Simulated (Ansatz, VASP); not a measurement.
## Cu: VASP beside Ansatz

```xyz
1
Lattice="0.0000 1.8149 1.8149 1.8149 0.0000 1.8149 1.8149 1.8149 0.0000" Properties=species:S:1:pos:R:3 pbc="T T T"
Cu    1.8149    1.8149    1.8149
```

Alike in both runs: task relaxation of cell and atoms; functional PBE; k mesh 26 × 26 × 26; occupations gaussian, width 0.1 eV; no spin polarisation.

|  | VASP | Ansatz |
| --- | --- | --- |
| version | VASP 6.6.1 | Ansatz 0.2.0 |
| potentials or method | VASP PAW PBE potentials, release 64 (Cu), cutoff 600 eV | scalar-relativistic, plane waves, PAW |
| valence electrons in the cell | 11 | 19 |

```csv
,VASP,Ansatz,Ansatz less VASP
"gap on the k mesh at the Fermi level, each at its own relaxed structure (eV)",none,none,-
relaxed volume (Å³/atom),12.01,11.96,-0.050
relaxed cell length with the largest relative difference (Å),2.570,2.567,-0.0036
```

A gap of «none» marks a metal or a gap that the smearing closes. VASP's potentials hold 11 valence electrons a cell and Ansatz's 19, so a difference there can come from the potentials and not from the codes.
